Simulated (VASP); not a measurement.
# SnO (P4/nmm) in VASP: a series of runs, part 2 of 2

VASP 6.6.1. The steps go on from the part before.

## 4. Single point, LDA

This run uses another cell than the first one, of 15.62 Å³/atom.

INCAR reads:

```
SYSTEM = SnO
ALGO = Normal
EDIFF = 1E-6
ENCUT = 1340
GGA_COMPAT = .False.
ISIF = 2
ISMEAR = 0
LASPH = .True.
LCHARG = .False.
LREAL = .False.
LWAVE = .False.
NBANDS = 28
NELM = 120
PREC = Accurate
SIGMA = 0.15
```

KPOINTS reads:

```
k-points
0
Gamma
  10 10 8
  0 0 0
```

POSCAR reads:

```
SnO
1.0
    3.7093000000      0.0000000000      0.0000000000
    0.0000000000      3.7093000000      0.0000000000
    0.0000000000      0.0000000000      4.5398000000
Sn O
2 2
Direct
    0.0000000000      0.5000000000      0.2455950842
    0.5000000000      0.0000000000      0.7544049158
    0.0000000000      0.0000000000      0.0000000000
    0.5000000000      0.5000000000      0.0000000000
```

Potentials or basis: VASP PAW LDA potentials, release 64 (Sn_d, O_h).

The run is started by

```bash
> cat potpaw_LDA.64/Sn_d/POTCAR potpaw_LDA.64/O_h/POTCAR > POTCAR
> mpirun -np 1 vasp_std > vasp.out
```

OUTCAR:

```text
SYSTEM = SnO
   EDIFF = 1E-6
   ENCUT = 1340
   ISIF = 2
   ISMEAR = 0
   LASPH = .True.
   LREAL = .False.
   NELM = 120
   PREC = Accurate

 ion  position               nearest neighbor table
   1  0.000  0.500  0.246-   3 2.16   4 2.16   3 2.16   4 2.16   2 3.44   2 3.44   2 3.44   2 3.44
                             2 3.50   2 3.50   2 3.50   2 3.50
   2  0.500  0.000  0.754-   3 2.16   4 2.16   4 2.16   3 2.16   1 3.44   1 3.44   1 3.44   1 3.44
                             1 3.50   1 3.50   1 3.50   1 3.50
   3  0.000  0.000  0.000-   1 2.16   2 2.16   1 2.16   2 2.16
   4  0.500  0.500  0.000-   1 2.16   2 2.16   2 2.16   1 2.16

  LATTYP: Found a simple tetragonal cell.
 ALAT       =     3.7093000000
 C/A-ratio  =     1.2238966921

  Lattice vectors:

 A1 = (   3.7093000000,   0.0000000000,   0.0000000000)
 A2 = (   0.0000000000,   3.7093000000,   0.0000000000)
 A3 = (   0.0000000000,   0.0000000000,   4.5398000000)

Analysis of symmetry for initial positions (statically):
=====================================================================
 Subroutine PRICEL returns:
 Original cell was already a primitive cell.

 Routine SETGRP: Setting up the symmetry group for a
 simple tetragonal supercell.

 Subroutine GETGRP returns: Found 16 space group operations
 (whereof  8 operations were pure point group operations)
 out of a pool of 16 trial point group operations.

The static configuration has the point symmetry D_2d.
 The point group associated with its full space group is D_4h.

Analysis of symmetry for dynamics (positions and initial velocities):
=====================================================================
 Subroutine PRICEL returns:
 Original cell was already a primitive cell.

 Routine SETGRP: Setting up the symmetry group for a
 simple tetragonal supercell.

 Subroutine GETGRP returns: Found 16 space group operations
 (whereof  8 operations were pure point group operations)
 out of a pool of 16 trial point group operations.

The dynamic configuration has the point symmetry D_2d.
 The point group associated with its full space group is D_4h.
[... 125 lines left out ...]
  Fermi-wavevector in a.u.,A,eV,Ry     =   1.411090  2.666573 27.091568  1.991174
  Thomas-Fermi vector in A             =   2.532977
   LORBIT       =      0    0 simple, 1 ext, 2 COOP (PROOUT), +10 PAW based schemes
   GGA     = CA    functional components
   LHFCALC =     F    Hartree Fock is set to
   AEXX    =    0.0000 exact exchange contribution
   IVDW    =     0    specifies the selected vdW correction
   LEPSILON=     F    determine dielectric tensor
   LRPA    =     F    only Hartree local field effects (RPA)
 non-spin polarized calculation
 Gauss-broadening in eV      SIGMA  =   0.15
  energy-cutoff  :     1340.00
  volume of cell :       62.46
 maximum number of plane-waves:      6986
 NGX is ok and might be reduce to    48
   NGX = 23   NGY = 23   NGZ = 27

 number of electron      40.0000000 magnetization

 Free energy of the ion-electron system (eV)
  ---------------------------------------------------
  ext. energy  EPLUGINS =         0.00000000
  ---------------------------------------------------
  free energy    TOTEN  =       -25.66733454 eV

  energy without entropy =      -25.66414918  energy(sigma->0) =      -25.66574186

 E-fermi :   8.7804     XC(G=0): -11.2826

 val. band max:        8.7650686981   @ k =   0.1000   0.1000   0.0000
 cond. band min:       8.8418388704   @ k =   0.4000   0.4000   0.0000
 fundamental gap:      0.0767701723
 Fermi energy:         8.7804436826

 k-point     1 :       0.0000    0.0000    0.0000
  band No.  band energies     occupation
      1     -13.6311      2.00000
      2     -13.0267      2.00000
      3     -13.0267      2.00000
      4     -12.9944      2.00000
      5     -12.9500      2.00000
      6     -12.9300      2.00000
[... 733 lines left out ...]
     27      15.9573      0.00000
     28      18.2915      0.00000

 [... further k-points ...]

------------------------ aborting loop because EDIFF is reached ----------------------------------------

  FORCE on cell =-STRESS in cart. coord.  units (eV):
  Direction    XX          YY          ZZ          XY          YZ          ZX
  --------------------------------------------------------------------------------------
  -------------------------------------------------------------------------------------
  Total        2.8187745      2.8187745      2.5875941      0.0000000      0.0000000      0.0000000
  in kB       72.3019950     72.3019950     66.3721821      0.0000000      0.0000000      0.0000000
  external PRESSURE =      70.3253907 kB  Pullay stress =       0.0000000 kB

 VOLUME and BASIS-vectors are now :
 -----------------------------------------------------------------------------
  energy-cutoff  :     1340.00
  volume of cell :       62.46
      direct lattice vectors                 reciprocal lattice vectors
     3.709300000  0.000000000  0.000000000     0.269592646  0.000000000  0.000000000
     0.000000000  3.709300000  0.000000000     0.000000000  0.269592646  0.000000000
     0.000000000  0.000000000  4.539800000     0.000000000  0.000000000  0.220274021

 POSITION                                       TOTAL-FORCE (eV/Angst)
 -----------------------------------------------------------------------------------
      0.00000      1.85465      1.11495         0.000000     -0.000000      1.039320
      1.85465      0.00000      3.42485        -0.000000     -0.000000     -1.039320
      0.00000      0.00000      0.00000         0.000000     -0.000000      0.000000
      1.85465      1.85465      0.00000        -0.000000      0.000000      0.000000
 -----------------------------------------------------------------------------------
    total drift:                                0.000000      0.000000     -0.000000

  FREE ENERGIE OF THE ION-ELECTRON SYSTEM (eV)
  ---------------------------------------------------
  free  energy   TOTEN  =       -25.6673345401 eV

  energy  without entropy=      -25.6641491830  energy(sigma->0) =      -25.66574186
```

stdout:

```text
POSCAR found type information on POSCAR SnO
 POSCAR found :  2 types and       4 ions
 scaLAPACK will be used
 LDA part: xc-table for (Slater(with rela. corr.)+CA(PZ))
 , standard interpolation
 POSCAR, INCAR and KPOINTS ok, starting setup
 FFT: planning ... GRIDC
 FFT: planning ... GRID_SOFT
 FFT: planning ... GRID
 WAVECAR not read
 entering main loop
```

Run time: 8.2 min. Hardware: 1 thread of Intel Xeon Platinum 8488C (Sapphire Rapids), shared host; peak memory 0.73 GiB.

Results:

```
Free energy            : -25.6673 eV
Pressure               : 7.0 GPa
Largest force          : 1.039 eV/Å
Band gap on the k mesh : zero (bands 20 and 21 overlap by 0.37 eV)
```

Forces on the atoms (eV/Å):
```
Sn   0.000  0.000  1.039
Sn   0.000  0.000 -1.039
O    0.000  0.000  0.000
O    0.000  0.000  0.000
```

Caveat: the cell stands under pressure; semilocal functionals underestimate gaps, and a narrow one can read as zero; spin-orbit coupling is left out, which moves the levels of the heavy elements; forces of over 1 eV/Å act on the atoms, so gaps and moduli don't describe the material at rest.

## 5. Summary

| cell | gap on the mesh (eV) | pressure (GPa) | largest force (eV/Å) |
| --- | --- | --- | --- |
| a = 3.709, b = 3.709, c = 4.656 Å, 4 atoms | none | 4.2 | 0.54 |
| a = 3.822, b = 3.822, c = 4.423 Å, 4 atoms | 0.08 | 1.7 | 0.64 |
| a = 3.709, b = 3.709, c = 4.540 Å, 4 atoms | none | 7.0 | 1.04 |

Alike in all rows: task single point; level LDA; potentials or basis VASP PAW LDA potentials, release 64 (Sn_d, O_h); no spin polarisation; k mesh 10 × 10 × 8; cutoff (eV) 1340; smearing gaussian 0.15 eV.

Caveats: semilocal functionals underestimate gaps, and a narrow one can read as zero; spin-orbit coupling is left out, which moves the levels of the heavy elements; the cell stands under pressure (at least some runs); the smearing spreads over this small gap (at least some runs); forces of over 1 eV/Å act on the atoms, so gaps and moduli don't describe the material at rest (at least some runs).

Total energies depend on the potentials used, so only differences within one code and one set of settings carry meaning.

The gap in the log of VASP goes by the Fermi energy; the results here count the filled bands.